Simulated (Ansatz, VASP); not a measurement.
# InBiSe2 in VASP and in Ansatz

File INCAR:

```
  ALGO = Normal
  EDIFF = 1E-7
  ENCUT = 520
  GGA = PE
  ISIF = 2
  ISMEAR = 0
  LASPH = True
  LCHARG = True
  LELF = True
  LREAL = False
  LVHAR = True
  LWAVE = False
  NBANDS = 28
  NELM = 60
  PREC = Accurate
  SIGMA = 0.1
```

Contents of KPOINTS:

```
k-points
0
Gamma
  4 4 6
```

File POSCAR:

```
InBiSe2
1.0
    5.9047181600      0.0000000000      0.0000000000
    0.0000000000      5.9047181600      0.0000000000
    0.0000000000      0.0000000000      2.6562987300
In Bi Se
1 1 2
Direct
    0.0000000000      0.0000000000      0.0000000000
    0.5000000000      0.5000000000      0.5000000000
    0.5000000000      0.0000000000      0.0000000000
    0.0000000000      0.5000000000      0.0000000000
```

Input for Ansatz:

```yaml
crystal:
  lattice:
    - [5.90471816, 0.0, 0.0]
    - [0.0, 5.90471816, 0.0]
    - [0.0, 0.0, 2.65629873]
  atoms:
    - { symbol: In, position: [0.0, 0.0, 0.0] }
    - { symbol: Bi, position: [0.5, 0.5, 0.5] }
    - { symbol: Se, position: [0.5, 0.0, 0.0] }
    - { symbol: Se, position: [0.0, 0.5, 0.0] }
basis:
  ecutwfc: 420
kpoints:
  mp_grid: { grid: [4, 4, 6] }
hamiltonian:
  xc: pbe
scf:
  occupations: { method: gaussian, width: 0.1 }
  lower_state_search: "off"
output:
  forces: true
  stress: true
  eigenvalues: true
```

Alike in both runs: task single point; functional PBE; k mesh 4 × 4 × 6; occupations gaussian, width 0.1 eV; no spin polarisation.

|  | VASP | Ansatz |
| --- | --- | --- |
| version | VASP 6.6.1 | Ansatz 0.2.0 |
| potentials or method | VASP PAW PBE potentials, release 64 (In_d, Bi_d, Se), cutoff 520 eV | scalar-relativistic, plane waves, PAW |
| valence electrons in the cell | 40 | 60 |

VASP gave:

```
gap on the k mesh at the Fermi level (eV)                     : none
pressure (GPa)                                                : 16.7
traceless stress, the component that is largest in VASP (GPa) : 21.39
```

Question: Which values does Ansatz return?

Answer: gap on the k mesh at the Fermi level (eV): none; pressure (GPa): 16.7; traceless stress, the component that is largest in VASP (GPa): 21.45.

A gap of «none» marks a metal or a gap that the smearing closes. VASP's potentials hold 40 valence electrons a cell and Ansatz's 60, so a difference there can come from the potentials and not from the codes.

The k mesh is coarse, so the values compare programs but aren't converged. Spin-orbit coupling is off throughout.
